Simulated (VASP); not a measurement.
Wanted: the native input for a VASP 6.6.1 run.

```yaml
Task: relaxation of cell and atoms
Functional: r2SCAN
Potentials_or_basis: VASP PAW PBE potentials, release 64 (Bi_d)
Cutoff: 600 eV
k_mesh: 8 × 8 × 8
Occupations: gaussian, width 0.1 eV
Spin: no spin polarisation
Target_pressure: 20.2 GPa
Dipole_correction: no
Further_INCAR_settings: ALGO = Normal; EDIFF = 1e-06; IBRION = 2; EDIFFG = -0.05; NSW = 80; ISIF = 3
```

The system is Bi.

```
CELL_PARAMETERS angstrom
-1.84403 1.84403 1.84403
1.84403 -1.84403 1.84403
1.84403 1.84403 -1.84403
ATOMIC_POSITIONS crystal
Bi 0.00000 0.00000 0.00000
```

The input as run:

POSCAR

```
Bi
1.0
   -1.8440261319      1.8440261319      1.8440261319
    1.8440261319     -1.8440261319      1.8440261319
    1.8440261319      1.8440261319     -1.8440261319
Bi
1
Direct
    0.0000000000      0.0000000000      0.0000000000
```

INCAR.step1

```
SYSTEM = Bi
PREC     = Accurate       ! precision mode
ENCUT    = 600            ! plane-wave cutoff, eV
ISMEAR   = 0              ! smearing method
SIGMA    = 0.1            ! smearing width, eV
LREAL    = .FALSE.        ! projectors in reciprocal space
LASPH    = .TRUE.         ! aspherical terms in the spheres
NELM     = 60             ! most SCF steps
GGA      = PE             ! functional
ALGO     = Normal         ! electronic algorithm
EDIFF    = 1E-4           ! SCF threshold, eV
LWAVE    = .TRUE.         ! write WAVECAR
LCHARG   = .FALSE.        ! write CHGCAR
```

INCAR.step2

```
SYSTEM = Bi
PREC     = Accurate       ! precision mode
ENCUT    = 600            ! plane-wave cutoff, eV
EDIFF    = 1E-6           ! SCF threshold, eV
ISMEAR   = 0              ! smearing method
SIGMA    = 0.1            ! smearing width, eV
LREAL    = .FALSE.        ! projectors in reciprocal space
LASPH    = .TRUE.         ! aspherical terms in the spheres
NELM     = 60             ! most SCF steps
ALGO     = Normal         ! electronic algorithm
ISIF     = 3              ! what is computed and relaxed
LWAVE    = .FALSE.        ! write WAVECAR
LCHARG   = .FALSE.        ! write CHGCAR
METAGGA  = R2SCAN         ! meta-GGA
LMIXTAU  = .TRUE.       
IBRION   = 2              ! ionic algorithm
NSW      = 80             ! ionic steps
EDIFFG   = -0.05          ! ionic threshold
PSTRESS  = 202.0        
ISTART   = 1
```

KPOINTS

```
regular mesh
0
G
  8 8 8
  0 0 0
```

Potentials or basis: VASP PAW PBE potentials, release 64 (Bi_d).

Launch:

```console
$ cat potpaw_PBE.64/Bi_d/POTCAR > POTCAR
$ cp INCAR.step1 INCAR
$ mpirun -np 1 vasp_std > vasp.out
$ cp INCAR.step2 INCAR
$ mpirun -np 1 vasp_std > vasp.out
```

Results of the run:

| Quantity | Value |
| --- | --- |
| Pressure after relaxing | 20.3 GPa |

Caveat: the relaxation stopped at its first step, so nothing moved; the cell is relaxed towards a set pressure, so the enthalpy falls and the energy may rise; the PAW data sets were made with another functional, which shifts forces and pressure a little.

Run time: 28 s on 1 thread of Intel(R) Xeon(R) 6975P-C (Granite Rapids) (shared host), peak memory 0.16 GiB.
